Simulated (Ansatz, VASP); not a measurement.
Given: the input of a run of Ansatz 0.2.0 on AlSn.

input.yaml

```yaml
crystal:
  lattice:
    - [4.1981056157, 0.0, 0.0]
    - [-2.0990528078, 3.6356661109, 0.0]
    - [0.0, 0.0, 3.306847]
  atoms:
    - { symbol: Sn, position: [0.3333333333, 0.6666666667, 0.5] }
    - { symbol: Al, position: [0.0, 0.0, 0.0] }
hamiltonian:
  xc: pbe
  pseudopotentials: { kind: paw }
kpoints:
  mp_grid: { grid: [7, 7, 8] }
scf:
  occupations: { method: gaussian, width: 0.027 }
output:
  forces: true
  stress: true
  eigenvalues: true
```

Potentials or basis: Ansatz PAW.

Command:

```sh
$ ansatz run input.yaml --threads 2 --pin off --max-ram 5632MiB --backend cpu --events-out ev --progress --plain --runs-dir out
```

Question: Set up the same calculation for VASP 6.6.1. Potentials there: VASP PAW PBE potentials, release 64 (Sn_d, Al).

Answer: As run (the cutoff follows the program's own potentials):

INCAR

```
ALGO = Normal
EDIFF = 1E-6
ENCUT = 520
GGA = PE
ISIF = 2
ISMEAR = 0
LASPH = T
LCHARG = T
LELF = T
LREAL = F
LVHAR = T
LWAVE = F
NBANDS = 16
NELM = 80
PREC = Accurate
SIGMA = 0.027000000000000003
```

The input KPOINTS:

```
k-points
0
Gamma
  7 7 8
```

The input POSCAR:

```
AlSn
1.0
    4.1981056157      0.0000000000      0.0000000000
   -2.0990528078      3.6356661109      0.0000000000
    0.0000000000      0.0000000000      3.3068470000
Sn Al
1 1
Direct
    0.3333333333      0.6666666667      0.5000000000
    0.0000000000      0.0000000000      0.0000000000
```

Potentials or basis: VASP PAW PBE potentials, release 64 (Sn_d, Al).

The run is started by

```sh
$ cat potpaw_PBE.64/Sn_d/POTCAR potpaw_PBE.64/Al/POTCAR > POTCAR
$ mpirun -np 1 vasp_std > vasp.out
```

Both were run:

|  | VASP | Ansatz | Ansatz less VASP |
| --- | --- | --- | --- |
| gap on the k mesh at the Fermi level (eV) | none | none | - |
| pressure (GPa) | 0.2 | 0.3 | +0.05 |
| traceless stress, the component that is largest in VASP (GPa) | 0.54 | 0.54 | 0.000 |

A gap of «none» marks a metal or a gap that the smearing closes.
